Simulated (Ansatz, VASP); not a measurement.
## LiF in VASP and in Ansatz

The input POSCAR:

```
LiF
1.0
    2.6604400526      0.0000000000      0.0000000000
    0.0000000000      2.6604400526      0.0000000000
    0.0000000000      0.0000000000      2.5162584438
Li F
1 1
Direct
    0.0000000000      0.0000000000      0.0000000000
    0.5000000000      0.5000000000      0.5000000000
```

The input INCAR.step1:

```
SYSTEM = LiF
PREC = Accurate
ENCUT = 520
ISMEAR = 0
SIGMA = 0.01
LREAL = .FALSE.
LASPH = .TRUE.
NELM = 60
NBANDS = 12
GGA = PE
ALGO = Normal
EDIFF = 1E-4
LWAVE = .TRUE.
LCHARG = .FALSE.
```

The input INCAR.step2:

```
SYSTEM = LiF
PREC = Accurate
ENCUT = 520
EDIFF = 1E-6
ISMEAR = 0
SIGMA = 0.01
LREAL = .FALSE.
LASPH = .TRUE.
NELM = 60
ALGO = Normal
ISIF = 2
LWAVE = .FALSE.
LCHARG = .FALSE.
METAGGA = R2SCAN
LMIXTAU = .TRUE.
NBANDS = 12
ISTART = 1
```

Contents of KPOINTS:

```
regular mesh
0
G
  10 10 10
  0 0 0
```

Input for Ansatz:

```yaml
crystal:
  lattice:
    - [2.6604400526, 0.0, 0.0]
    - [0.0, 2.6604400526, 0.0]
    - [0.0, 0.0, 2.5162584438]
  atoms:
    - { symbol: Li, position: [0.0, 0.0, 0.0] }
    - { symbol: F, position: [0.5, 0.5, 0.5] }
kpoints:
  mp_grid: { grid: [10, 10, 10] }
  band_path:
    path: [[0.0, 0.0, 0.0], [0.0, 0.5, 0.0], [0.5, 0.5, 0.0], [0.5, 0.5, 0.5]]
    npoints: 1
hamiltonian:
  xc: r2scan
scf:
  occupations: { method: fixed }
  n_extra_bands: 4
output:
  forces: true
  stress: true
  eigenvalues: true
```

Change from the starting cell: biaxial_xy strain +5.7%.

Alike in both runs: task single point; functional r2SCAN; k mesh 10 × 10 × 10; no spin polarisation.

|  | VASP | Ansatz |
| --- | --- | --- |
| version | VASP 6.6.1 | Ansatz 0.2.0 |
| potentials or method | VASP PAW PBE potentials, release 64 (Li_sv, F) | plane waves, PAW |
| plane-wave cutoff (eV) | 520 | 500 |
| occupations | gaussian, width 0.01 eV | fixed |
| valence electrons in the cell | 10 | 10 |

```csv
,VASP,Ansatz,Ansatz less VASP
gap on the k mesh at the Fermi level (eV),7.81,7.68,-0.137
```

VASP's potentials were made for PBE, not for r2SCAN.

Noted on VASP's run: the cutoff is short for stress, so the pressure is rough.
